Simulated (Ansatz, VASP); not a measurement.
## One calculation of MnS, two programs

```
Mn S
1.0
     0.00000    2.60450    2.60450
     2.60450    0.00000    2.60450
     2.60450    2.60450    0.00000
Mn S
1 1
Cartesian
  0.0000 0.0000 0.0000
  2.6045 2.6045 2.6045
```

Alike in both runs: task single point; functional PBEsol; k mesh 8 × 8 × 8; collinear spin.

```csv
,VASP,Ansatz
version,VASP 6.6.1,Ansatz 0.2.0
potentials or method,"VASP PAW PBE potentials, release 64 (Mn_pv, S)","plane waves, PAW"
plane-wave cutoff (eV),520,420
occupations,"methfessel-paxton of order 1, width 0.1 eV","cold, width 0.1 eV"
valence electrons in the cell,19,21
```

Ansatz gave:

| Quantity | Value |
| --- | --- |
| gap on the k mesh at the Fermi level (eV) | none |
| pressure (GPa) | -7.4 |
| net moment per atom (μB) | 2.34 |
| size of the moment on the site where the two differ most (μB) | 0.14 |

Which values does VASP return?

gap on the k mesh at the Fermi level (eV): none; pressure (GPa): -7.4; net moment per atom (μB): 2.34; size of the moment on the site where the two differ most (μB): 0.09.

VASP's potentials were made for PBE, not for PBEsol. Site moments also hang on the region over which each program counts them. A gap of «none» marks a metal or a gap that the smearing closes. VASP's potentials hold 19 valence electrons a cell and Ansatz's 21, so a difference there can come from the potentials and not from the codes. Ansatz's warnings: stability check not made, stress scf threshold loose.
